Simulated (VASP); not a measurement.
A run of VASP 6.6.1:

File INCAR:

```
  ALGO = Normal
  EDIFF = 1E-6
  ENCUT = 520
  ISIF = 2
  ISMEAR = 0
  LASPH = T
  LCHARG = F
  LREAL = F
  LWAVE = F
  NBANDS = 35
  NELM = 80
  PREC = Accurate
  SIGMA = 0.05
```

KPOINTS

```
k-points
0
Gamma
  6 6 8
```

The input POSCAR:

```
SnO2
1.0
    4.7201335122      0.0000000000      0.0000000000
    0.0000000000      4.7206343096      0.0000000000
    0.0000000000      0.0000000000      3.1888226875
Sn O
2 4
Direct
    0.5065055932      0.5075136948      0.5000000000
   -0.0065189374      0.0075252158      0.0000000000
    0.3166235722      0.2916856634      0.0000000000
    0.7685343527      0.1525211909      0.5000000000
    0.1834259338      0.7917282764      0.5000000000
    0.7315151533      0.6524785779      0.0000000000
```

Potentials or basis: VASP PAW LDA potentials, release 64 (Sn_d, O).

Command:

```bash
$ cat potpaw_LDA.64/Sn_d/POTCAR potpaw_LDA.64/O/POTCAR > POTCAR
$ mpirun -np 1 vasp_std > vasp.out
```

Hardware: 1 thread of AMD EPYC 9R45 96-Core Processor (Zen 5), on a shared host.

**Question.** Estimate the wall time of this run.

**Answer.** It took 87 s on 1 thread of AMD EPYC 9R45 96-Core Processor (Zen 5) (shared host), peak memory 0.26 GiB. Counts: scf iterations 14, k points 100.
